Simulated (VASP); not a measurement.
# Si3Sn (Pm-3m) in VASP: notebook

Runs on Si3Sn. Level: PBE. Tasks: single point, relaxation of cell and atoms.

Everything below comes from runs of VASP 6.6.1. Logs are shortened: lines on timing, memory, paths and dates and some standing lists are left out, and cuts for length are marked.

## (1) The cell of the first run

It takes space group Pm-3m (No. 221, cubic). Conventional cell: a = 4.196 Å, b = 4.196 Å, c = 4.196 Å, α = 90.00°, β = 90.00°, γ = 90.00°. Within 3.9 Å of Si (site symmetry 4/mmm) lie 8 Si at 2.97 Å and 4 Sn at 2.97 Å. Within 3.9 Å of Sn (site symmetry m-3m) lie 12 Si at 2.97 Å.

## (2) Single point, PBE

The input, INCAR:

```
PREC = Accurate
ENCUT = 520
EDIFF = 1E-7
ISMEAR = 0
SIGMA = 0.1
LREAL = F
LASPH = T
NELM = 60
ALGO = Normal
ISIF = 2
LWAVE = F
LCHARG = F
GGA = PE
NBANDS = 21
```

The input, KPOINTS:

```
regular mesh
0
Gamma
  10 10 10
```

The input, POSCAR:

```
Si3Sn
1.0
    4.1962577408      0.0000000000      0.0000000000
    0.0000000000      4.1962577408      0.0000000000
    0.0000000000      0.0000000000      4.1962577408
Si Sn
3 1
Direct
    0.0000000000      0.5000000000      0.5000000000
    0.5000000000      0.0000000000      0.5000000000
    0.5000000000      0.5000000000      0.0000000000
    0.0000000000      0.0000000000      0.0000000000
```

Potentials or basis: VASP PAW PBE potentials, release 64 (Si, Sn_d).

Command:

```console
$ cat potpaw_PBE.64/Si/POTCAR potpaw_PBE.64/Sn_d/POTCAR > POTCAR
$ mpirun -np 1 vasp_std > vasp.out
```

OUTCAR:

```text
PREC = Accurate
   ENCUT = 520
   EDIFF = 1E-7
   ISMEAR = 0
   LREAL = F
   LASPH = T
   NELM = 60
   ISIF = 2
   GGA = PE

 ion  position               nearest neighbor table
   1  0.000  0.500  0.500-   2 2.97   3 2.97   4 2.97   3 2.97   4 2.97   2 2.97   4 2.97   4 2.97
                             2 2.97   3 2.97   3 2.97   2 2.97
   2  0.500  0.000  0.500-   1 2.97   3 2.97   4 2.97   3 2.97   4 2.97   1 2.97   3 2.97   3 2.97
                             1 2.97   4 2.97   4 2.97   1 2.97
   3  0.500  0.500  0.000-   1 2.97   2 2.97   4 2.97   1 2.97   2 2.97   2 2.97   4 2.97   2 2.97
                             1 2.97   4 2.97   1 2.97   4 2.97
   4  0.000  0.000  0.000-   1 2.97   2 2.97   3 2.97   1 2.97   2 2.97   1 2.97   3 2.97   1 2.97
                             2 2.97   3 2.97   2 2.97   3 2.97

  LATTYP: Found a simple cubic cell.
 ALAT       =     4.1962577408

  Lattice vectors:

 A1 = (   4.1962577408,   0.0000000000,   0.0000000000)
 A2 = (   0.0000000000,   4.1962577408,   0.0000000000)
 A3 = (   0.0000000000,   0.0000000000,   4.1962577408)

Analysis of symmetry for initial positions (statically):
=====================================================================
 Subroutine PRICEL returns:
 Original cell was already a primitive cell.

 Routine SETGRP: Setting up the symmetry group for a
 simple cubic supercell.

 Subroutine GETGRP returns: Found 48 space group operations
 (whereof 48 operations were pure point group operations)
 out of a pool of 48 trial point group operations.

The static configuration has the point symmetry O_h .

Analysis of symmetry for dynamics (positions and initial velocities):
=====================================================================
 Subroutine PRICEL returns:
 Original cell was already a primitive cell.

 Routine SETGRP: Setting up the symmetry group for a
 simple cubic supercell.

 Subroutine GETGRP returns: Found 48 space group operations
 (whereof 48 operations were pure point group operations)
 out of a pool of 48 trial point group operations.

The dynamic configuration has the point symmetry O_h .

 Subroutine INISYM returns: Found 48 space group operations
 (whereof 48 operations are pure point group operations),
 and found     1 'primitive' translations

----------------------------------------------------------------------------------------

                                     Primitive cell

  volume of cell :      73.8901

  direct lattice vectors                    reciprocal lattice vectors
     4.196257741  0.000000000  0.000000000     0.238307574  0.000000000  0.000000000
     0.000000000  4.196257741  0.000000000     0.000000000  0.238307574  0.000000000
     0.000000000  0.000000000  4.196257741     0.000000000  0.000000000  0.238307574

  length of vectors
     4.196257741  4.196257741  4.196257741     0.238307574  0.238307574  0.238307574

  position of ions in fractional coordinates (direct lattice)
     0.000000000  0.500000000  0.500000000
     0.500000000  0.000000000  0.500000000
     0.500000000  0.500000000  0.000000000
     0.000000000  0.000000000  0.000000000

  ion indices of the primitive-cell ions
   primitive index   ion index
                 1           1
                 2           2
                 3           3
                 4           4

----------------------------------------------------------------------------------------

 KPOINTS: regular mesh

Automatic generation of k-mesh.
 Grid dimensions read from file:
 generate k-points for:   10   10   10

 Generating k-lattice:

  Cartesian coordinates                     Fractional coordinates (reciprocal lattice)
     0.023830757  0.000000000  0.000000000     0.100000000  0.000000000  0.000000000
     0.000000000  0.023830757  0.000000000     0.000000000  0.100000000  0.000000000
     0.000000000  0.000000000  0.023830757     0.000000000  0.000000000  0.100000000

  Length of vectors
     0.023830757  0.023830757  0.023830757

  Shift w.r.t. Gamma in fractional coordinates (k-lattice)
     0.000000000  0.000000000  0.000000000

 Subroutine IBZKPT returns following result:
 ===========================================

 Found     56 irreducible k-points:

 Following reciprocal coordinates:
            Coordinates               Weight
  0.000000  0.000000  0.000000      1.000000
  0.100000  0.000000  0.000000      6.000000
  0.200000  0.000000  0.000000      6.000000
  0.300000  0.000000  0.000000      6.000000
  0.400000  0.000000  0.000000      6.000000
  0.500000  0.000000  0.000000      3.000000
[... 16 lines left out ...]
  0.200000  0.100000  0.100000     24.000000
  0.300000  0.100000  0.100000     24.000000
 [... further k-points ...]
   k-points           NKPTS =     56   k-points in BZ     NKDIM =     56   number of bands    NBANDS=     21
   number of dos      NEDOS =    301   number of ions     NIONS =      4
   total plane-waves  NPLWV =  32768
   dimension x,y,z NGX =    32 NGY =   32 NGZ =   32
   dimension x,y,z NGXF=    64 NGYF=   64 NGZF=   64
   ions per type =               3   1
   NGX,Y,Z   is equivalent  to a cutoff of  12.68, 12.68, 12.68 a.u.
   NGXF,Y,Z  is equivalent  to a cutoff of  25.36, 25.36, 25.36 a.u.
 SYSTEM =  unknown system
   PREC   = accura    normal or accurate (medium, high low for compatibility)
   ISTART =      0    job   : 0-new  1-cont  2-samecut
   ICHARG =      2    charge: 1-file 2-atom 10-const
   ISPIN  =      1    spin polarized calculation?
   LNONCOLLINEAR =      F non collinear calculations
   LSORBIT =      F    spin-orbit coupling
   LASPH  =      T    aspherical Exc in radial PAW
   ENCUT  =  520.0 eV  38.22 Ry    6.18 a.u.   7.80  7.80  7.80*2*pi/ulx,y,z
   NELM   =     60;   NELMIN=  2; NELMDL= -5     # of ELM steps
   EDIFF  = 0.1E-06   stopping-criterion for ELM
   LREAL  =      F    real-space projection
   EDIFFG = 0.1E-05   stopping-criterion for IOM
   NSW    =      0    number of steps for IOM
   IBRION =     -1    ionic relax: 0-MD 1-quasi-New 2-CG
   NFREE  =      0    steps in history (QN), initial steepest desc. (CG)
   ISIF   =      2    stress and relaxation
   ISYM   =      2    0-nonsym 1-usesym 2-fastsym
   POTIM  = 0.5000    time-step for ionic-motion
   TEBEG  =    0.0;   TEEND  =   0.0 temperature during run
   PSTRESS=    0.0 pullay stress
   NELECT =      26.0000    total number of electrons
   NUPDOWN=      -1.0000    fix difference up-down
   EMIN   =  10.00;   EMAX   =-10.00  energy-range for DOS
   EFERMI =   0.00;   METHOD = LEGACY
   ISMEAR =     0;   SIGMA  =   0.10  broadening in eV -4-tet -1-fermi 0-gaus
   EFERMI_NEDOS =   21; number of points for ismear=-14 and -15
   IALGO  =     38    algorithm
   IMIX   =      4    mixing-type and parameters
     AMIX     =   0.40;   BMIX     =  1.00
     AMIX_MAG =   1.60;   BMIX_MAG =  1.00
  volume/ion in A,a.u.               =      18.47       124.66
  Fermi-wavevector in a.u.,A,eV,Ry     =   1.155767  2.184084 18.174640  1.335798
  Thomas-Fermi vector in A             =   2.292393
   LORBIT       =      0    0 simple, 1 ext, 2 COOP (PROOUT), +10 PAW based schemes
   GGA     = PE    functional components
   LHFCALC =     F    Hartree Fock is set to
   AEXX    =    0.0000 exact exchange contribution
   IVDW    =     0    specifies the selected vdW correction
   LEPSILON=     F    determine dielectric tensor
   LRPA    =     F    only Hartree local field effects (RPA)
 non-spin polarized calculation
 Gauss-broadening in eV      SIGMA  =   0.10
  energy-cutoff  :      520.00
  volume of cell :       73.89
 maximum number of plane-waves:      2008
 NGX is ok and might be reduce to    32
   NGX = 15   NGY = 15   NGZ = 15

 number of electron      25.9999989 magnetization

 Free energy of the ion-electron system (eV)
  ---------------------------------------------------
  ext. energy  EPLUGINS =         0.00000000
  ---------------------------------------------------
  free energy    TOTEN  =       -17.60107162 eV

  energy without entropy =      -17.58824976  energy(sigma->0) =      -17.59466069

 E-fermi :   8.8117     XC(G=0): -10.7563

 val. band max:        8.7586304972   @ k =   0.5000   0.1000   0.0000
 cond. band min:       8.8181350857   @ k =   0.4000   0.2000   0.1000
 fundamental gap:      0.0595045885
 Fermi energy:         8.8116867370

 k-point     1 :       0.0000    0.0000    0.0000
  band No.  band energies     occupation
      1     -12.7345      2.00000
      2     -12.7345      2.00000
      3     -12.7190      2.00000
      4     -12.7190      2.00000
      5     -12.7190      2.00000
      6      -4.0382      2.00000
[... 13 lines left out ...]
     20      13.8989      0.00000
     21      13.8989      0.00000

 k-point     2 :       0.1000    0.0000    0.0000
  band No.  band energies     occupation
      1     -12.7343      2.00000
      2     -12.7324      2.00000
      3     -12.7199      2.00000
      4     -12.7199      2.00000
      5     -12.7190      2.00000
      6      -3.9535      2.00000
[... 13 lines left out ...]
     20      14.7787      0.00000
     21      14.7870      0.00000

 k-point     3 :       0.2000    0.0000    0.0000
  band No.  band energies     occupation
      1     -12.7337      2.00000
      2     -12.7268      2.00000
      3     -12.7220      2.00000
      4     -12.7220      2.00000
      5     -12.7188      2.00000
      6      -3.6993      2.00000
[... 13 lines left out ...]
     20      15.1510      0.00000
     21      16.3122      0.00000

 k-point     4 :       0.3000    0.0000    0.0000
  band No.  band energies     occupation
      1     -12.7331      2.00000
      2     -12.7245      2.00000
      3     -12.7245      2.00000
      4     -12.7200      2.00000
      5     -12.7186      2.00000
      6      -3.2758      2.00000
[... 13 lines left out ...]
     20      15.3301      0.00000
     21      15.3341      0.00000

 k-point     5 :       0.4000    0.0000    0.0000
  band No.  band energies     occupation
      1     -12.7325      2.00000
      2     -12.7266      2.00000
      3     -12.7266      2.00000
      4     -12.7184      2.00000
      5     -12.7145      2.00000
      6      -2.6846      2.00000
[... 13 lines left out ...]
     20      14.3588      0.00000
     21      14.8957      0.00000

 k-point     6 :       0.5000    0.0000    0.0000
  band No.  band energies     occupation
      1     -12.7323      2.00000
      2     -12.7274      2.00000
      3     -12.7274      2.00000
      4     -12.7183      2.00000
      5     -12.7123      2.00000
      6      -2.0069      2.00000
[... 13 lines left out ...]
     20      13.7501      0.00000
     21      13.7501      0.00000

 k-point     7 :       0.1000    0.1000    0.0000
  band No.  band energies     occupation
      1     -12.7331      2.00000
      2     -12.7312      2.00000
      3     -12.7207      2.00000
      4     -12.7198      2.00000
      5     -12.7198      2.00000
      6      -3.8688      2.00000
[... 13 lines left out ...]
     20      14.6675      0.00000
     21      15.0025      0.00000
[... 291 lines left out ...]
      1     -12.7390      2.00000
      2     -12.7266      2.00000
      3     -12.7257      2.00000
      4     -12.7220      2.00000
      5     -12.7008      2.00000
      6      -0.6547      2.00000
[... 13 lines left out ...]
     20      15.3922      0.00000
     21      15.4323      0.00000

 k-point    21 :       0.5000    0.5000    0.0000
  band No.  band energies     occupation
      1     -12.7402      2.00000
      2     -12.7265      2.00000
      3     -12.7265      2.00000
      4     -12.7214      2.00000
      5     -12.6991      2.00000
      6       0.1015      2.00000
[... 13 lines left out ...]
     20      15.5950      0.00000
     21      15.5950      0.00000

 k-point    22 :       0.1000    0.1000    0.1000
  band No.  band energies     occupation
      1     -12.7310      2.00000
      2     -12.7310      2.00000
      3     -12.7207      2.00000
      4     -12.7206      2.00000
      5     -12.7206      2.00000
      6      -3.7840      2.00000
[... 13 lines left out ...]
     20      14.4726      0.00000
     21      14.6768      0.00000

 k-point    23 :       0.2000    0.1000    0.1000
  band No.  band energies     occupation
      1     -12.7305      2.00000
      2     -12.7255      2.00000
      3     -12.7228      2.00000
      4     -12.7228      2.00000
      5     -12.7204      2.00000
      6      -3.5298      2.00000
[... 13 lines left out ...]
     20      14.7565      0.00000
     21      15.3574      0.00000

 k-point    24 :       0.3000    0.1000    0.1000
  band No.  band energies     occupation
      1     -12.7299      2.00000
      2     -12.7256      2.00000
      3     -12.7254      2.00000
      4     -12.7202      2.00000
      5     -12.7185      2.00000
      6      -3.1064      2.00000
[... 13 lines left out ...]
     20      15.1251      0.00000
     21      15.4711      0.00000

 [... further k-points ...]

------------------------ aborting loop because EDIFF is reached ----------------------------------------

  FORCE on cell =-STRESS in cart. coord.  units (eV):
  Direction    XX          YY          ZZ          XY          YZ          ZX
  --------------------------------------------------------------------------------------
  -------------------------------------------------------------------------------------
  Total       -0.0408955     -0.0408955     -0.0408955      0.0000000      0.0000000     -0.0000000
  in kB       -0.8867467     -0.8867467     -0.8867467      0.0000000      0.0000000     -0.0000000
  external PRESSURE =      -0.8867467 kB  Pullay stress =       0.0000000 kB

 VOLUME and BASIS-vectors are now :
 -----------------------------------------------------------------------------
  energy-cutoff  :      520.00
  volume of cell :       73.89
      direct lattice vectors                 reciprocal lattice vectors
     4.196257741  0.000000000  0.000000000     0.238307574  0.000000000  0.000000000
     0.000000000  4.196257741  0.000000000     0.000000000  0.238307574  0.000000000
     0.000000000  0.000000000  4.196257741     0.000000000  0.000000000  0.238307574

 POSITION                                       TOTAL-FORCE (eV/Angst)
 -----------------------------------------------------------------------------------
      0.00000      2.09813      2.09813         0.000000      0.000000      0.000000
      2.09813      0.00000      2.09813         0.000000      0.000000      0.000000
      2.09813      2.09813      0.00000         0.000000      0.000000      0.000000
      0.00000      0.00000      0.00000         0.000000      0.000000      0.000000
 -----------------------------------------------------------------------------------
    total drift:                               -0.000000      0.000000     -0.000000

  FREE ENERGIE OF THE ION-ELECTRON SYSTEM (eV)
  ---------------------------------------------------
  free  energy   TOTEN  =       -17.6010716161 eV

  energy  without entropy=      -17.5882497641  energy(sigma->0) =      -17.59466069
```

Wall time 20 s (1 thread of Intel Xeon 6975P-C (Granite Rapids), shared host); peak memory 0.21 GiB.

Results:

```
Free energy            : -17.6011 eV
Pressure               : -0.1 GPa
Band gap on the k mesh : zero (band 13 reaches 10.86 eV, above the bottom of band 14 at 8.00 eV)
```

Levels at points of the mesh, in eV from the Fermi level:
| k point | band 10 | band 11 | band 12 | band 13 | band 14 | band 15 | band 16 | band 17 |
| --- | --- | --- | --- | --- | --- | --- | --- | --- |
| (0.00, 0.00, 0.00) | -4.50 | -4.50 | -4.12 | 2.05 | 2.05 | 2.05 | 3.16 | 3.16 |
| (0.50, 0.00, 0.00) | -2.44 | -2.44 | -2.35 | -2.35 | -0.81 | -0.78 | 4.29 | 4.29 |
| (0.50, 0.50, 0.00) | -0.56 | -0.46 | -0.46 | -0.44 | -0.39 | -0.39 | 0.04 | 0.30 |
| (0.50, 0.50, 0.50) | -5.88 | -5.88 | -5.88 | -5.60 | 6.09 | 6.09 | 6.09 | 6.49 |

Caveat: spin-orbit coupling is left out, which moves the levels of the heavy elements.

## (3) Relaxation of cell and atoms, PBE

The input, INCAR:

```
SYSTEM = Si3Sn
PREC = Accurate ; ENCUT = 600
EDIFF = 1E-6 ; ISMEAR = 0
SIGMA = 0.1 ; LREAL = .False.
LASPH = .True. ; NELM = 60
ALGO = Normal ; ISIF = 3
LWAVE = .False. ; LCHARG = .False.
GGA = PE ; IBRION = 2
NSW = 100 ; EDIFFG = -0.005
```

The input, KPOINTS:

```
Automatic mesh
0
Gamma
  10 10 10
  0 0 0
```

POSCAR is that of step 2.

Potentials or basis: VASP PAW PBE potentials, release 64 (Si, Sn_d).

Command:

```console
$ cat potpaw_PBE.64/Si/POTCAR potpaw_PBE.64/Sn_d/POTCAR > POTCAR
$ mpirun -np 1 vasp_std > vasp.out
```

Run time: 35 s. Hardware: 1 thread of Intel Xeon 6975P-C (Granite Rapids), shared host; peak memory 0.26 GiB.

The run converged. Its results:

```yaml
Free_energy: -17.6013 eV
Relaxed_volume: 18.45 Å³/atom
Relaxed_cell: a = 4.195 Å, b = 4.195 Å, c = 4.195 Å, α = 90.00°, β = 90.00°, γ = 90.00°
Space_group_after_relaxing_to_0.05_Å: Pm-3m (No. 221)
Energy_gained_by_relaxing: 0.0 meV/atom
Ionic_steps: 2
Pressure_after_relaxing: 0.0 GPa
Band_gap_on_the_k_mesh: zero (band 13 reaches 10.87 eV, above the bottom of band 14 at 8.01 eV)
```

Final structure:
```cif
data_structure
_symmetry_space_group_name_H-M 'P 1'
_symmetry_Int_Tables_number 1
_cell_length_a 4.1949
_cell_length_b 4.1949
_cell_length_c 4.1949
_cell_angle_alpha 90.000
_cell_angle_beta 90.000
_cell_angle_gamma 90.000
_cell_volume 73.82
loop_
_atom_site_label
_atom_site_type_symbol
_atom_site_fract_x
_atom_site_fract_y
_atom_site_fract_z
_atom_site_occupancy
Si1 Si 0.00000 0.50000 0.50000 1
Si2 Si 0.50000 0.00000 0.50000 1
Si3 Si 0.50000 0.50000 0.00000 1
Sn1 Sn 0.00000 0.00000 0.00000 1
```

Levels at points of the mesh, in eV from the Fermi level:
| k point | band 11 | band 12 | band 13 | band 14 | band 15 | band 16 |
| --- | --- | --- | --- | --- | --- | --- |
| (0.00, 0.00, 0.00) | -4.51 | -4.12 | 2.05 | 2.05 | 2.05 | 3.17 |
| (0.50, 0.00, 0.00) | -2.44 | -2.35 | -2.35 | -0.81 | -0.79 | 4.30 |
| (0.50, 0.50, 0.00) | -0.46 | -0.46 | -0.43 | -0.39 | -0.39 | 0.03 |
| (0.50, 0.50, 0.50) | -5.89 | -5.89 | -5.61 | 6.09 | 6.09 | 6.09 |

Caveat: spin-orbit coupling is left out, which moves the levels of the heavy elements.
